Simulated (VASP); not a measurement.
Crystal: NaCl.

```
Na Cl
1.0
     4.72108    0.00000    0.00000
    -2.36054    4.08857    0.00000
     0.00000    0.00000    5.56948
Na Cl
2 2
Cartesian
  0.0000 2.7257 -0.3481
  2.3605 1.3629 2.4367
  0.0000 2.7257 2.4366
  2.3605 1.3629 5.2214
```

Base run:

- Program: VASP 6.6.1
- Functional: PBEsol
- Potentials or basis: VASP PAW PBE potentials, release 64 (Na_pv, Cl)
- Cutoff: 520 eV
- k mesh: 6 × 6 × 4
- Occupations: gaussian, width 0.01 eV
- Spin: no spin polarisation

Its results: band gap on the k mesh 4.73 eV; pressure 0.0 GPa.

Question: After a change of settings the same cell gave: band gap on the k mesh 4.84 eV; pressure 0.8 GPa. Which change was it?
A. functional from PBEsol to LDA; potentials or basis from VASP PAW PBE potentials, release 64 (Na_pv, Cl) to VASP PAW LDA potentials, release 64 (Na_pv, Cl)
B. functional from PBEsol to PBE; further incar settings from ALGO = Normal; EDIFF = 1e-06; NBANDS = 22 to ALGO = Normal; EDIFF = 1e-07; NBANDS = 22
C. functional from PBEsol to r2SCAN

Answer: B.

Caveats: the PAW data sets were made with another functional, which shifts forces and pressure a little (at least some runs).
